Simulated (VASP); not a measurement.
Here is a VASP 6.6.1 calculation.

The input INCAR:

```
SYSTEM = Ta2Mo
ALGO = Normal ; EDIFF = 1E-6
ENCUT = 520 ; GGA = PE
ISIF = 2 ; ISMEAR = 0
LASPH = .TRUE. ; LCHARG = .FALSE.
LREAL = .FALSE. ; LWAVE = .FALSE.
NBANDS = 45 ; NELM = 100
PREC = Accurate ; SIGMA = 0.1
```

KPOINTS

```
k-points
0
G
  4 4 4
  0 0 0
```

File POSCAR:

```
Ta2Mo
1.0
    5.3956044175      0.0000000000      0.0000000000
    0.0000000000      5.3956044175      0.0000000000
    0.0000000000      0.0000000000      5.3956044175
Ta Mo
4 2
Direct
    0.2500000000      0.2500000000      0.2500000000
    0.2500000000      0.7500000000      0.7500000000
    0.7500000000      0.7500000000      0.2500000000
    0.7500000000      0.2500000000      0.7500000000
    0.0000000000      0.0000000000      0.0000000000
    0.5000000000      0.5000000000      0.5000000000
```

Potentials or basis: VASP PAW PBE potentials, release 64 (Ta_pv, Mo_sv).

The run is started by

```sh
$ cat potpaw_PBE.64/Ta_pv/POTCAR potpaw_PBE.64/Mo_sv/POTCAR > POTCAR
$ mpirun -np 1 vasp_std > vasp.out
```

(1) Predict the pressure.

(2) Estimate the band gap on the k mesh.

Results:

(1) 0.7 GPa.

(2) zero (bands 36 and 37 overlap by 0.51 eV).

Caveat: spin-orbit coupling is left out, which moves the levels of the heavy elements.
